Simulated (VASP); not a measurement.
# EuS (Fm-3m) in VASP: single point with PBE+U

Aim: the single point of EuS with PBE+U.

Everything below comes from runs of VASP 6.6.1. Logs are shortened: lines on timing, memory, paths and dates and some standing lists are left out, and cuts for length are marked.

## Step 1: The cell of the first run

Symmetry: Fm-3m, No. 225, cubic system. The conventional cell has a = 5.957 Å, b = 5.957 Å, c = 5.957 Å, α = 90.00°, β = 90.00°, γ = 90.00°. Eu (site symmetry m-3m) has 6 S at 2.98 Å within 3.9 Å. S (site symmetry m-3m) has 6 Eu at 2.98 Å within 3.9 Å.

## Step 2: Single point, PBE+U, collinear spin, ferromagnetic start

INCAR

```
PREC     = Accurate       # precision mode
ENCUT    = 600            # plane-wave cutoff, eV
EDIFF    = 1E-6           # SCF threshold, eV
ISMEAR   = 0              # smearing method
SIGMA    = 0.05           # smearing width, eV
LREAL    = F              # projectors in reciprocal space
LASPH    = T              # aspherical terms in the spheres
NELM     = 200            # most SCF steps
ALGO     = Normal         # electronic algorithm
ISIF     = 2              # what is computed and relaxed
LWAVE    = F              # write WAVECAR
LCHARG   = T              # write CHGCAR
ISPIN    = 2              # spin polarisation
MAGMOM   = 7 0            # initial moments
LORBIT   = 11             # projections on sites
LMAXMIX  = 6              # l up to which the mixer works
LDAU     = T              # DFT+U
LDAUTYPE = 2            
LDAUL    = 3 -1           # shell
LDAUU    = 6 0            # U, eV
LDAUJ    = 0 0          
LDAUPRINT= 1            
GGA      = PE             # functional
LELF     = T              # ELF
LVHAR    = T            
NBANDS   = 22             # bands
GGA_COMPAT= F
```

KPOINTS

```
Automatic mesh
0
Gamma
  8 8 8
```

POSCAR

```
EuS
1.0
    0.0000000000      2.9785018670      2.9785018670
    2.9785018670      0.0000000000      2.9785018670
    2.9785018670      2.9785018670      0.0000000000
Eu S
1 1
Direct
    0.5000000000      0.5000000000      0.5000000000
    0.0000000000      0.0000000000      0.0000000000
```

Potentials or basis: VASP PAW PBE potentials, release 64 (Eu, S).

Started as:

```console
$ cat potpaw_PBE.64/Eu/POTCAR potpaw_PBE.64/S/POTCAR > POTCAR
$ mpirun -np 1 vasp_std > vasp.out
```

OUTCAR:

```text
PREC = Accurate
   ENCUT = 600
   EDIFF = 1E-6
   ISMEAR = 0
   LREAL = F
   LASPH = T
   NELM = 200
   ISIF = 2
   ISPIN = 2
   LORBIT = 11
   GGA = PE

 ion  position               nearest neighbor table
   1  0.500  0.500  0.500-   2 2.98   2 2.98   2 2.98   2 2.98   2 2.98   2 2.98
   2  0.000  0.000  0.000-   1 2.98   1 2.98   1 2.98   1 2.98   1 2.98   1 2.98

  LATTYP: Found a face centered cubic cell.
 ALAT       =     5.9570037340

  Lattice vectors:

 A1 = (   0.0000000000,   2.9785018670,   2.9785018670)
 A2 = (   2.9785018670,   0.0000000000,   2.9785018670)
 A3 = (   2.9785018670,   2.9785018670,   0.0000000000)

Analysis of symmetry for initial positions (statically):
=====================================================================
 Subroutine PRICEL returns:
 Original cell was already a primitive cell.

 Routine SETGRP: Setting up the symmetry group for a
 face centered cubic supercell.

 Subroutine GETGRP returns: Found 48 space group operations
 (whereof 48 operations were pure point group operations)
 out of a pool of 48 trial point group operations.

The static configuration has the point symmetry O_h .

Analysis of symmetry for dynamics (positions and initial velocities):
=====================================================================
 Subroutine PRICEL returns:
 Original cell was already a primitive cell.

 Routine SETGRP: Setting up the symmetry group for a
 face centered cubic supercell.

 Subroutine GETGRP returns: Found 48 space group operations
 (whereof 48 operations were pure point group operations)
 out of a pool of 48 trial point group operations.

The dynamic configuration has the point symmetry O_h .

Analysis of structural, dynamic, and magnetic symmetry:
=====================================================================
 Subroutine PRICEL returns:
 Original cell was already a primitive cell.

 Routine SETGRP: Setting up the symmetry group for a
 face centered cubic supercell.

 Subroutine GETGRP returns: Found 48 space group operations
 (whereof 48 operations were pure point group operations)
 out of a pool of 48 trial point group operations.

The overall configuration has the point symmetry O_h .

 Subroutine INISYM returns: Found 48 space group operations
 (whereof 48 operations are pure point group operations),
 and found     1 'primitive' translations

----------------------------------------------------------------------------------------

                                     Primitive cell

  volume of cell :      52.8474

  direct lattice vectors                    reciprocal lattice vectors
     0.000000000  2.978501867  2.978501867    -0.167869628  0.167869628  0.167869628
     2.978501867  0.000000000  2.978501867     0.167869628 -0.167869628  0.167869628
     2.978501867  2.978501867  0.000000000     0.167869628  0.167869628 -0.167869628

  length of vectors
     4.212237736  4.212237736  4.212237736     0.290758725  0.290758725  0.290758725

  position of ions in fractional coordinates (direct lattice)
     0.500000000  0.500000000  0.500000000
     0.000000000  0.000000000  0.000000000

  ion indices of the primitive-cell ions
[... 107 lines left out ...]
   IVDW    =     0    specifies the selected vdW correction
   LEPSILON=     F    determine dielectric tensor
   LRPA    =     F    only Hartree local field effects (RPA)
 spin polarized calculation
 Gauss-broadening in eV      SIGMA  =   0.05
  energy-cutoff  :      600.00
  volume of cell :       52.85
 maximum number of plane-waves:      1807
 NGX is ok and might be reduce to    36
   NGX = 17   NGY = 17   NGZ = 17

atom =   1  type =  1  l = 3

 onsite density matrix

spin component  1

  0.9748  0.0000 -0.0010  0.0000  0.0000  0.0000  0.0000
  0.0000  0.9754  0.0000 -0.0000 -0.0000 -0.0000 -0.0000
 -0.0010  0.0000  0.9753 -0.0000 -0.0000 -0.0000 -0.0000
  0.0000 -0.0000 -0.0000  0.9740 -0.0000  0.0000 -0.0000
  0.0000 -0.0000 -0.0000 -0.0000  0.9753 -0.0000  0.0010
  0.0000 -0.0000 -0.0000  0.0000 -0.0000  0.9760 -0.0000
  0.0000 -0.0000 -0.0000 -0.0000  0.0010 -0.0000  0.9748

spin component  2

  0.0018 -0.0000  0.0009 -0.0000 -0.0000 -0.0000  0.0000
 -0.0000  0.0000  0.0000 -0.0000  0.0000 -0.0000  0.0000
  0.0009  0.0000  0.0014  0.0000 -0.0000  0.0000  0.0000
 -0.0000 -0.0000  0.0000  0.0025  0.0000 -0.0000  0.0000
 -0.0000  0.0000 -0.0000  0.0000  0.0014 -0.0000 -0.0009
 -0.0000 -0.0000  0.0000 -0.0000 -0.0000  0.0007  0.0000
  0.0000  0.0000  0.0000  0.0000 -0.0009  0.0000  0.0018

 occupancies and eigenvectors

  o =  0.0000  v =  0.0000  0.0000  0.0000  0.0000  0.0000  0.0000  0.0000  0.0000  1.0000 -0.0000 -0.0000 -0.0000  0.0000 -0.0000      0.0000  0.0000  0.0000  0.0000  0.0000  0.0000  0.0000  0.0000  0.0000  0.0000  0.0000  0.0000  0.0000  0.0000
  o =  0.0007  v =  0.0000  0.0000  0.0000  0.0000  0.0000  0.0000  0.0000  0.6124 -0.0000 -0.7906  0.0000  0.0012  0.0058  0.0009      0.0000  0.0000  0.0000  0.0000  0.0000  0.0000  0.0000  0.0000  0.0000  0.0000  0.0000  0.0000  0.0000  0.0000
  o =  0.0007  v =  0.0000  0.0000  0.0000  0.0000  0.0000  0.0000  0.0000 -0.0010  0.0000  0.0012 -0.0000  0.7906  0.0019  0.6124      0.0000  0.0000  0.0000  0.0000  0.0000  0.0000  0.0000  0.0000  0.0000  0.0000  0.0000  0.0000  0.0000  0.0000
  o =  0.0007  v =  0.0000  0.0000  0.0000  0.0000  0.0000  0.0000  0.0000 -0.0035 -0.0000  0.0046  0.0000 -0.0015  1.0000 -0.0012      0.0000  0.0000  0.0000  0.0000  0.0000  0.0000  0.0000  0.0000  0.0000  0.0000  0.0000  0.0000  0.0000  0.0000
  o =  0.0025  v =  0.0000  0.0000  0.0000  0.0000  0.0000  0.0000  0.0000 -0.7906  0.0000 -0.6124  0.0004 -0.0010 -0.0000  0.0013      0.0000  0.0000  0.0000  0.0000  0.0000  0.0000  0.0000  0.0000  0.0000  0.0000  0.0000  0.0000  0.0000  0.0000
  o =  0.0025  v =  0.0000  0.0000  0.0000  0.0000  0.0000  0.0000  0.0000  0.0013 -0.0000  0.0010 -0.0009 -0.6124  0.0000  0.7906      0.0000  0.0000  0.0000  0.0000  0.0000  0.0000  0.0000  0.0000  0.0000  0.0000  0.0000  0.0000  0.0000  0.0000
  o =  0.0025  v =  0.0000  0.0000  0.0000  0.0000  0.0000  0.0000  0.0000 -0.0003 -0.0000 -0.0002 -1.0000  0.0005  0.0000 -0.0007      0.0000  0.0000  0.0000  0.0000  0.0000  0.0000  0.0000  0.0000  0.0000  0.0000  0.0000  0.0000  0.0000  0.0000
  o =  0.9740  v =  0.0000  0.0000 -0.0000  0.0380 -0.6119 -0.0000  0.7900  0.0000  0.0000  0.0000  0.0000  0.0000  0.0000  0.0000      0.0000  0.0000  0.0000  0.0000  0.0000  0.0000  0.0000  0.0000  0.0000  0.0000  0.0000  0.0000  0.0000  0.0000
  o =  0.9740  v = -0.7906  0.0000 -0.6124  0.0000  0.0000  0.0000  0.0000  0.0000  0.0000  0.0000  0.0000  0.0000  0.0000  0.0000      0.0000  0.0000  0.0000  0.0000  0.0000  0.0000  0.0000  0.0000  0.0000  0.0000  0.0000  0.0000  0.0000  0.0000
  o =  0.9740  v =  0.0000 -0.0000  0.0000  0.9993  0.0233  0.0000 -0.0300  0.0000  0.0000  0.0000  0.0000  0.0000  0.0000  0.0000      0.0000  0.0000  0.0000  0.0000  0.0000  0.0000  0.0000  0.0000  0.0000  0.0000  0.0000  0.0000  0.0000  0.0000
  o =  0.9754  v =  0.0000 -1.0000 -0.0000 -0.0000 -0.0000 -0.0000 -0.0000  0.0000  0.0000  0.0000  0.0000  0.0000  0.0000  0.0000      0.0000  0.0000  0.0000  0.0000  0.0000  0.0000  0.0000  0.0000  0.0000  0.0000  0.0000  0.0000  0.0000  0.0000
  o =  0.9760  v =  0.0000 -0.0000  0.0000 -0.0000  0.0520  0.9978  0.0403  0.0000  0.0000  0.0000  0.0000  0.0000  0.0000  0.0000      0.0000  0.0000  0.0000  0.0000  0.0000  0.0000  0.0000  0.0000  0.0000  0.0000  0.0000  0.0000  0.0000  0.0000
  o =  0.9760  v = -0.6124 -0.0000  0.7906 -0.0000 -0.0000 -0.0000 -0.0000  0.0000  0.0000  0.0000  0.0000  0.0000  0.0000  0.0000      0.0000  0.0000  0.0000  0.0000  0.0000  0.0000  0.0000  0.0000  0.0000  0.0000  0.0000  0.0000  0.0000  0.0000
  o =  0.9760  v =  0.0000  0.0000 -0.0000  0.0000 -0.7889  0.0658 -0.6110  0.0000  0.0000  0.0000  0.0000  0.0000  0.0000  0.0000      0.0000  0.0000  0.0000  0.0000  0.0000  0.0000  0.0000  0.0000  0.0000  0.0000  0.0000  0.0000  0.0000  0.0000

 number of electron      22.9999997 magnetization       6.9999997

 Free energy of the ion-electron system (eV)
  ---------------------------------------------------
  ext. energy  EPLUGINS =         0.00000000
  ---------------------------------------------------
  free energy    TOTEN  =       -19.14215356 eV

  energy without entropy =      -19.14215356  energy(sigma->0) =      -19.14215356

 E-fermi :   3.4386     XC(G=0):  -9.5548

 val. band max:        3.2320898908   @ k =   0.0000   0.0000   0.0000
 cond. band min:       3.6518730182   @ k =   0.5000   0.5000   0.0000
 fundamental gap:      0.4197831274
 Fermi energy:         3.4385712565

 spin component 1

 k-point     1 :       0.0000    0.0000    0.0000
  band No.  band energies     occupation
      1     -36.3957      1.00000
      2     -15.2784      1.00000
      3     -15.2784      1.00000
      4     -15.2784      1.00000
      5      -9.1608      1.00000
      6       1.2569      1.00000
[... 1193 lines left out ...]
     21      13.3248      0.00000
     22      13.4835      0.00000

 [... further k-points ...]
[... 5 lines left out ...]
  --------------------------------------------------------------------------------------
  -------------------------------------------------------------------------------------
  Total        0.3434073      0.3434073      0.3434073     -0.0000000     -0.0000000      0.0000000
  in kB       10.4110977     10.4110977     10.4110977     -0.0000000     -0.0000000      0.0000000
  external PRESSURE =      10.4110977 kB  Pullay stress =       0.0000000 kB

 VOLUME and BASIS-vectors are now :
 -----------------------------------------------------------------------------
  energy-cutoff  :      600.00
  volume of cell :       52.85
      direct lattice vectors                 reciprocal lattice vectors
     0.000000000  2.978501867  2.978501867    -0.167869628  0.167869628  0.167869628
     2.978501867  0.000000000  2.978501867     0.167869628 -0.167869628  0.167869628
     2.978501867  2.978501867  0.000000000     0.167869628  0.167869628 -0.167869628

 POSITION                                       TOTAL-FORCE (eV/Angst)
 -----------------------------------------------------------------------------------
      2.97850      2.97850      2.97850        -0.000000     -0.000000     -0.000000
      0.00000      0.00000      0.00000         0.000000      0.000000      0.000000
 -----------------------------------------------------------------------------------
    total drift:                                0.000000      0.000000      0.000000

  FREE ENERGIE OF THE ION-ELECTRON SYSTEM (eV)
  ---------------------------------------------------
  free  energy   TOTEN  =       -19.1421535638 eV

  energy  without entropy=      -19.1421535638  energy(sigma->0) =      -19.14215356

 total charge

# of ion       s       p       d       f       tot
--------------------------------------------------
    1        2.029   5.789   0.244   6.827  14.890
    2        1.317   2.451   0.000   0.000   3.768
--------------------------------------------------
tot          3.346   8.240   0.244   6.827  18.658

 magnetization (x)

# of ion       s       p       d       f       tot
--------------------------------------------------
    1       -0.016  -0.118   0.045   6.809   6.721
    2       -0.006  -0.056   0.000   0.000  -0.062
--------------------------------------------------
tot         -0.022  -0.174   0.045   6.809   6.659
```

It took 81 s on 1 thread of Intel Xeon Platinum 8488C (Sapphire Rapids), shared host; peak memory 0.28 GiB.

Results:

```yaml
Free_energy: -19.1422 eV
Pressure: 1.0 GPa
Band_gap_on_the_k_mesh: 0.42 eV, indirect (least direct gap 0.69 eV)
Net_moment: 7.00 μB per cell
Site_moments: Eu +6.72; S -0.06 μB
Valence_electrons_inside_the_program's_atomic_spheres: Eu 14.89; S 3.77
```

Levels at points of the mesh, in eV from the valence-band top:
Spin up:
| k point | band 12 | band 13 | band 14 | band 15 | band 16 | band 17 | band 18 | band 19 |
| --- | --- | --- | --- | --- | --- | --- | --- | --- |
| (0.00, 0.00, 0.00) | -0.57 | 0.00 | 0.00 | 0.00 | 2.04 | 2.35 | 2.35 | 2.35 |
| (0.50, 0.00, 0.00) | -0.60 | -0.60 | -0.58 | -0.57 | 4.10 | 4.53 | 5.01 | 5.01 |
| (0.50, 0.50, 0.00) | -0.62 | -0.59 | -0.27 | -0.27 | 0.42 | 4.40 | 4.46 | 5.85 |
Spin down:
```tsv
k point	band 6	band 7	band 8	band 9	band 10	band 11
(0.00, 0.00, 0.00)	-1.49	-1.49	-1.49	2.49	3.00	3.00
(0.50, 0.00, 0.00)	-4.08	-2.67	-2.67	4.25	5.21	5.99
(0.50, 0.50, 0.00)	-2.65	-1.86	-1.86	0.94	5.07	5.25
```

Eigenvalues of the final occupation matrices:
| site | spin | trace | eigenvalues |
| --- | --- | --- | --- |
| site 1 f | 1 | 6.83 | 0.97 0.97 0.97 0.98 0.98 0.98 0.98 |
| site 1 f | 2 | 0.01 | 0.00 0.00 0.00 0.00 0.00 0.00 0.00 |

Caveat: spin-orbit coupling is left out, which moves the levels of the heavy elements; a cell with one magnetic atom can't hold antiferromagnetic order, which such compounds often take.
